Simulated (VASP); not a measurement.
Runs of VASP 6.6.1 on Sc2BSb3. The structure is that of space group P-4m2 (No. 115), or close to it. The cells are those of the table. 

```tsv
task	cell	k mesh	cutoff (eV)	gap on the mesh (eV)	pressure (GPa)	relaxed volume (Å³/atom)	largest force (eV/Å)
relaxation of cell and atoms	relaxed from a = 3.724, b = 3.724, c = 8.352 Å, 6 atoms	6 × 6 × 2	600	none	0.1	(a)	0.02
single point	a = 3.714, b = 3.714, c = 9.045 Å, 6 atoms	10 × 10 × 4	520	none	0.1	-	0.01
single point	a = 3.714, b = 3.714, c = 9.024 Å, 6 atoms	6 × 6 × 2	520	none	(b)	-	0.02
single point	a = 3.724, b = 3.724, c = 8.352 Å, 6 atoms	6 × 6 × 2	520	none	8.2	-	1.53
relaxation of cell and atoms	relaxed from a = 3.714, b = 3.714, c = 9.024 Å, 6 atoms	10 × 10 × 4	600	none	0.0	20.81	-
```

Alike in all rows: level PBE; potentials or basis VASP PAW PBE potentials, release 64 (Sc_sv, B, Sb); no spin polarisation; smearing gaussian 0.1 eV.

Q: Fill in the values left out.

A: (a) 20.77; (b) 0.2.

Caveats: some runs use coarse meshes; spin-orbit coupling is left out, which moves the levels of the heavy elements; forces of over 1 eV/Å act on the atoms, so gaps and moduli don't describe the material at rest (some runs).

A k mesh can miss the band edges, and the runs leave out spin-orbit coupling on Sb.

A gap of «none» marks levels without a gap at the run's occupations.
